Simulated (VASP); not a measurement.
A run of VASP 6.6.1 is set up as follows.

File INCAR:

```
SYSTEM = Ti
PREC     = Accurate       ! precision mode
ENCUT    = 520            ! plane-wave cutoff, eV
EDIFF    = 1E-7           ! SCF threshold, eV
ISMEAR   = -1             ! smearing method
SIGMA    = 0.1            ! smearing width, eV
LREAL    = .False.        ! projectors in reciprocal space
LASPH    = .True.         ! aspherical terms in the spheres
NELM     = 100            ! most SCF steps
ALGO     = Normal         ! electronic algorithm
ISIF     = 2              ! what is computed and relaxed
LWAVE    = .False.        ! write WAVECAR
LCHARG   = .True.         ! write CHGCAR
GGA      = PS             ! functional
IVDW     = 12             ! dispersion correction
LELF     = .True.         ! ELF
LVHAR    = .True.       
NBANDS   = 19             ! bands
```

Contents of KPOINTS:

```
Automatic mesh
0
Gamma
  10 10 6
  0 0 0
```

Contents of POSCAR:

```
Ti
1.0
    2.8614534255      0.0000000000      0.0000000000
   -1.4307267128      2.4780913582      0.0000000000
    0.0000000000      0.0000000000      4.5311518169
Ti
2
Direct
    0.3333333333      0.6666666667      0.2500000000
    0.6666666667      0.3333333333      0.7500000000
```

Potentials or basis: VASP PAW PBE potentials, release 64 (Ti_sv).

Launch:

```bash
$ cat potpaw_PBE.64/Ti_sv/POTCAR > POTCAR
$ mpirun -np 1 vasp_std > vasp.out
```

Q: What does it give for the pressure?

A: -1.6 GPa.

Q: What does it give for the dispersion energy per atom?

A: -0.649 eV.

Q: What does it give for the band gap on the k mesh?

A: Zero (band 12 reaches 9.87 eV, above the bottom of band 13 at 8.87 eV).

Caveat: three body term missing; the PAW data sets were made with another functional, which shifts forces and pressure a little; pairwise dispersion overbinds metals, which lowers pressure and volume.
